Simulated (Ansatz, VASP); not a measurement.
## Two plane-wave programs on Y3LuO2

Contents of INCAR:

```
PREC     = Accurate       # precision mode
ENCUT    = 520            # plane-wave cutoff, eV
EDIFF    = 1E-6           # SCF threshold, eV
ISMEAR   = 0              # smearing method
SIGMA    = 0.2            # smearing width, eV
LREAL    = False          # projectors in reciprocal space
LASPH    = True           # aspherical terms in the spheres
NELM     = 60             # most SCF steps
ALGO     = Normal         # electronic algorithm
ISIF     = 2              # what is computed and relaxed
LWAVE    = False          # write WAVECAR
LCHARG   = False          # write CHGCAR
GGA      = PE             # functional
NBANDS   = 82             # bands
```

Contents of KPOINTS:

```
Automatic mesh
0
Gamma
  4 4 2
```

The input POSCAR:

```
Y3LuO2
1.0
   -3.6741592190     -2.1212768141     -2.9960746920
    0.0000000000      4.2425536282     -2.9960746920
    7.3483184379     -4.2425536282     -5.9921493841
Y Lu O
6 2 4
Direct
    0.5000000000      0.0000000000      0.7500000000
    0.5000000000      0.0000000000      0.2500000000
    1.0000000000      0.5000000000      0.7500000000
    1.0000000000      0.5000000000      0.2500000000
    0.5000000000      0.5000000000      1.0000000000
    0.5000000000      0.5000000000      0.5000000000
    1.0000000000      1.0000000000      1.0000000000
    1.0000000000      0.0000000000      0.5000000000
    0.2450739537      0.2450739537      0.6225369768
    0.2450739537      0.2450739537      0.1225369768
    0.7549260463      0.7549260463      0.8774630232
    0.7549260463      0.7549260463      0.3774630232
```

Input for Ansatz:

```yaml
crystal:
  lattice:
    - [-3.674159219, -2.1212768141, -2.996074692]
    - [0.0, 4.2425536282, -2.996074692]
    - [7.3483184379, -4.2425536282, -5.9921493841]
  atoms:
    - { symbol: "Y", position: [0.5, 0.0, 0.75] }
    - { symbol: "Y", position: [0.5, 0.0, 0.25] }
    - { symbol: "Y", position: [1.0, 0.5, 0.75] }
    - { symbol: "Y", position: [1.0, 0.5, 0.25] }
    - { symbol: "Y", position: [0.5, 0.5, 1.0] }
    - { symbol: "Y", position: [0.5, 0.5, 0.5] }
    - { symbol: Lu, position: [1.0, 1.0, 1.0] }
    - { symbol: Lu, position: [1.0, 0.0, 0.5] }
    - { symbol: O, position: [0.2450739537, 0.2450739537, 0.6225369768] }
    - { symbol: O, position: [0.2450739537, 0.2450739537, 0.1225369768] }
    - { symbol: O, position: [0.7549260463, 0.7549260463, 0.8774630232] }
    - { symbol: O, position: [0.7549260463, 0.7549260463, 0.3774630232] }
basis:
  ecutwfc: 420
kpoints:
  mp_grid: { grid: [4, 4, 2] }
hamiltonian:
  xc: pbe
scf:
  occupations: { method: gaussian, width: 0.2 }
  lower_state_search: "off"
output:
  forces: true
  stress: true
  eigenvalues: true
```

Alike in both runs: task single point; functional PBE; k mesh 4 × 4 × 2; occupations gaussian, width 0.2 eV; no spin polarisation.

|  | VASP | Ansatz |
| --- | --- | --- |
| version | VASP 6.6.1 | Ansatz 0.2.0 |
| potentials or method | VASP PAW PBE potentials, release 64 (Y_sv, Lu, O), cutoff 520 eV | scalar-relativistic, plane waves, PAW |
| valence electrons in the cell | 140 | 140 |

|  | VASP | Ansatz | Ansatz less VASP |
| --- | --- | --- | --- |
| gap on the k mesh at the Fermi level (eV) | none | none | - |
| pressure (GPa) | 0.0 | 0.0 | -0.05 |
| traceless stress, the component that is largest in VASP (GPa) | 0.26 | 0.02 | -0.241 |
| rms of the force components (eV/Å) | 0.024 | 0.001 | -0.0228 |

Atom by atom the forces differ by 0.025 eV/Å (rms over components). A gap of «none» marks a metal or a gap that the smearing closes. The functional is the same, so the differences come from potentials, cutoffs and numerics.

Neither program's run includes spin-orbit coupling.
